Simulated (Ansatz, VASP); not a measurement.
**One calculation of Pt, two programs**

The input INCAR:

```
PREC = Accurate
ENCUT = 520
EDIFF = 1E-7
ISMEAR = 0
SIGMA = 0.15
LREAL = F
LASPH = T
NELM = 100
ALGO = Fast
ISIF = 2
LWAVE = F
LCHARG = F
GGA = PS
NBANDS = 17
```

The input KPOINTS:

```
Automatic mesh
0
Gamma
  18 18 10
```

The input POSCAR:

```
Pt
1.0
    2.8524000000      0.0000000000      0.0000000000
   -1.4262000000      2.4702508617      0.0000000000
    0.0000000000      0.0000000000      4.7854000000
Pt
2
Direct
    0.6666666667      0.3333333333      0.7500000000
    0.3333333333      0.6666666667      0.2500000000
```

Input for Ansatz:

```yaml
crystal:
  lattice:
    - [2.8524, 0.0, 0.0]
    - [-1.4262, 2.4702508617, 0.0]
    - [0.0, 0.0, 4.7854]
  atoms:
    - { symbol: Pt, position: [0.6666666667, 0.3333333333, 0.75] }
    - { symbol: Pt, position: [0.3333333333, 0.6666666667, 0.25] }
basis:
  ecutwfc: 420
kpoints:
  mp_grid: { grid: [18, 18, 10] }
hamiltonian:
  xc: pbesol
scf:
  occupations: { method: gaussian, width: 0.15 }
output:
  forces: true
  stress: true
  eigenvalues: true
```

Alike in both runs: task single point; functional PBEsol; k mesh 18 × 18 × 10; occupations gaussian, width 0.15 eV; no spin polarisation.

```csv
,VASP,Ansatz
version,VASP 6.6.1,Ansatz 0.2.0
potentials or method,"VASP PAW PBE potentials, release 64 (Pt), cutoff 520 eV","scalar-relativistic, plane waves, PAW"
valence electrons in the cell,20,36
```

VASP gave:

| Quantity | Value |
| --- | --- |
| gap on the k mesh at the Fermi level (eV) | none |
| pressure (GPa) | -23.1 |
| traceless stress, the component that is largest in VASP (GPa) | 3.17 |

Question: What did Ansatz give for the same quantities?

Answer: gap on the k mesh at the Fermi level (eV): none; pressure (GPa): -22.8; traceless stress, the component that is largest in VASP (GPa): 3.28.

VASP's potentials were made for PBE, not for PBEsol. A gap of «none» marks a metal or a gap that the smearing closes. VASP's potentials hold 20 valence electrons a cell and Ansatz's 36, so a difference there can come from the potentials and not from the codes.

Spin-orbit coupling is off throughout.
